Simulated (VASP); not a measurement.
Input of a VASP 6.6.1 run:

INCAR

```
  ALGO = Normal
  EDIFF = 1E-6
  EDIFFG = -0.01
  ENCUT = 600
  GGA = PE
  IBRION = 2
  ISIF = 3
  ISMEAR = -1
  LASPH = True
  LCHARG = False
  LREAL = False
  LWAVE = False
  NELM = 100
  NSW = 80
  PREC = Accurate
  SIGMA = 0.05
```

KPOINTS

```
k-points
0
Gamma
  8 8 4
```

The input POSCAR:

```
CuO
1.0
    2.3446500000     -1.7134000000      0.0000000000
    2.3446500000      1.7134000000      0.0000000000
   -0.8605543552      0.0000000000      5.0594363927
Cu O
2 2
Direct
    0.4968000000      0.0032000000      0.5000000000
    0.0032000000      0.4968000000      0.0000000000
    0.4056000000      0.5714000000      0.7537000000
    0.5714000000      0.4056000000      0.2537000000
```

Potentials or basis: VASP PAW PBE potentials, release 64 (Cu, O).

The run is started by

```bash
$ cat potpaw_PBE.64/Cu/POTCAR potpaw_PBE.64/O/POTCAR > POTCAR
$ mpirun -np 1 vasp_std > vasp.out
```

Task: Predict the relaxed cell.

Result: a = 2.944 Å, b = 2.944 Å, c = 5.173 Å, α = 90.22°, β = 90.22°, γ = 87.15°.

Task: Predict the space group after relaxing (to 0.05 Å).

Result: Cccm (No. 66).

The path:
```tsv
step	energy change (eV)	largest force (eV/Å)	pressure (GPa)	volume (Å³)
1	0.0000	0.7870	6.29	40.65
2	-0.0660	0.3418	-3.51	43.04
3	-0.0737	0.3181	-1.42	42.41
4	-0.0910	0.2349	0.52	42.15
5	-0.0949	0.2415	1.98	41.96
6	-0.1085	0.2148	1.54	42.28
7	-0.1396	0.1327	0.48	43.19
8	-0.1520	0.1556	-1.33	44.96
9	-0.1557	0.1004	-0.63	44.32
10	-0.1786	0.0411	-0.82	44.56
11	-0.2139	0.1903	-1.04	45.03
12	-0.1959	0.5988	-2.20	45.55
13	-0.2225	0.2881	-1.27	45.24
14	-0.2381	0.0821	0.64	44.61
15	-0.2382	0.0716	0.59	44.64
16	-0.2396	0.0723	-0.56	44.88
17	-0.2397	0.0721	-0.44	44.84
18	-0.2407	0.0385	0.05	44.70
19	-0.2407	0.0391	0.04	44.70
20	-0.2413	0.0291	0.13	44.68
21	-0.2421	0.0286	0.72	44.62
22	-0.2423	0.0298	0.37	44.66
23	-0.2426	0.0316	0.22	44.72
24	-0.2427	0.0355	-0.16	44.85
25	-0.2427	0.0347	-0.08	44.82
26	-0.2428	0.0286	-0.08	44.82
27	-0.2430	0.0164	-0.11	44.82
28	-0.2430	0.0454	-0.19	44.81
29	-0.2431	0.0251	-0.05	44.81
30	-0.2432	0.0170	-0.09	44.80
31	-0.2432	0.0119	0.16	44.75
32	-0.2432	0.0080	0.00	44.77
```

Caveat: the volume moved by +10 % from the deposited cell, more than functionals usually miss. Zero-point motion and thermal expansion aren't in these numbers.
